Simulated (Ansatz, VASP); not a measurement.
**Ta3AsAu2O13: VASP beside Ansatz**

```
Ta As Au O
1.0
     5.88672   -0.00071    0.00161
     2.20057    5.91386   -0.00164
     1.84923    1.74129    7.56108
Ta As Au O
3 1 2 13
Direct
  0.39605 0.05000 0.58683
  0.95891 0.61806 0.76348
  0.06984 0.27356 0.18903
  0.07072 0.88917 0.02743
  0.21939 0.67567 0.38144
  0.68925 0.45927 0.56874
  0.16689 0.59518 0.16534
  0.86104 0.11514 0.11677
  0.26950 0.96377 0.83676
  0.87527 0.82792 0.92000
  0.70329 0.78261 0.54686
  0.17528 0.40817 0.59350
  0.27798 0.92640 0.17203
  0.64612 0.14878 0.61595
  0.14281 0.39538 0.93941
  0.30048 0.17203 0.35732
  0.19051 0.80386 0.59347
  0.70787 0.47140 0.81379
  0.77878 0.42364 0.31185
```

Alike in both runs: task relaxation of cell and atoms; functional RPBE; k mesh 4 × 4 × 3; occupations fermi-dirac, width 0.05 eV; no spin polarisation.

|  | VASP | Ansatz |
| --- | --- | --- |
| version | VASP 6.6.1 | Ansatz 0.2.0 |
| potentials or method | VASP PAW PBE potentials, release 64 (Ta_pv, As, Au, O) | Ansatz PAW |
| plane-wave cutoff (eV) | 600 | 420 |
| valence electrons in the cell | 138 | 170 |

Ansatz gave:

| Item | Value |
| --- | --- |
| gap on the k mesh at the Fermi level, each at its own relaxed structure (eV) | 1.44 |
| relaxed volume (Å³/atom) | 14.53 |
| relaxed length of the cell vector where the two differ most in proportion (Å) | 6.019 |

Q: What did VASP give for the same quantities?

A: gap on the k mesh at the Fermi level, each at its own relaxed structure (eV): 1.43; relaxed volume (Å³/atom): 14.46; relaxed length of the cell vector where the two differ most in proportion (Å): 5.999.

VASP's potentials were made for PBE, not for RPBE. VASP's potentials hold 138 valence electrons a cell and Ansatz's 170, so a difference there can come from the potentials and not from the codes.

Neither program's run includes spin-orbit coupling. Noted on Ansatz's run: odd divisions of the mesh miss points on the zone boundary, where band edges often lie, so the gap on the mesh can be too wide; the plane-wave basis is chosen anew once the cell has moved, so the energies of steps on either side of that aren't comparable.
